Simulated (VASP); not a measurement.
## Si4S: single point with PBE

System: Si4S, a slab with vacuum.

```
Si S
1.0
     3.86754    0.00000    0.00000
     0.00000    3.86754    0.00000
     0.00000    0.00000   19.61151
Si S
4 1
Direct
  0.00000 0.50000 0.20396
  0.00000 0.00000 0.27369
  0.50000 0.00000 0.34523
  0.50000 0.50000 0.41361
  0.66667 0.50000 0.50919
```

| Item | Value |
| --- | --- |
| Program | VASP 6.6.1 |
| Task | single point |
| Functional | PBE |
| Potentials or basis | VASP PAW PBE potentials, release 64 (Si, S) |
| Cutoff | 520 eV |
| k mesh | 7 × 7 × 1 |
| Occupations | gaussian, width 0.05 eV |
| Spin | collinear spin |
| Starting moments | [0.0, 0.0, 0.0, 0.0, 2.0] μB |

* Largest force: 0.401 eV/Å
* Net moment: 0.28 μB per cell
* Site moments: Si +0.03, +0.00, -0.00 (each value once); S +0.09 μB
* Valence electrons inside the program's atomic spheres: Si 1.58, 1.66, 1.67, 1.65; S 3.69

Forces on the atoms (eV/Å):
```
Si   0.023  0.000 -0.115
Si  -0.012  0.000  0.310
Si  -0.278  0.000 -0.290
Si   0.201  0.000  0.145
S    0.066  0.000 -0.051
```

Levels at points of the mesh, in eV from the Fermi level:
Spin up:
| k point | band 9 | band 10 | band 11 | band 12 | band 13 | band 14 |
| --- | --- | --- | --- | --- | --- | --- |
| (0.00, 0.00, 0.00) | -0.99 | -0.46 | -0.06 | 1.15 | 1.47 | 1.76 |
Spin down:
| k point | band 9 | band 10 | band 11 | band 12 | band 13 | band 14 |
| --- | --- | --- | --- | --- | --- | --- |
| (0.00, 0.00, 0.00) | -0.94 | -0.40 | 0.12 | 1.18 | 1.50 | 1.78 |

It took 7.5 min on 1 thread of Intel(R) Xeon(R) 6975P-C (Granite Rapids), on a shared host, peak memory 0.53 GiB.
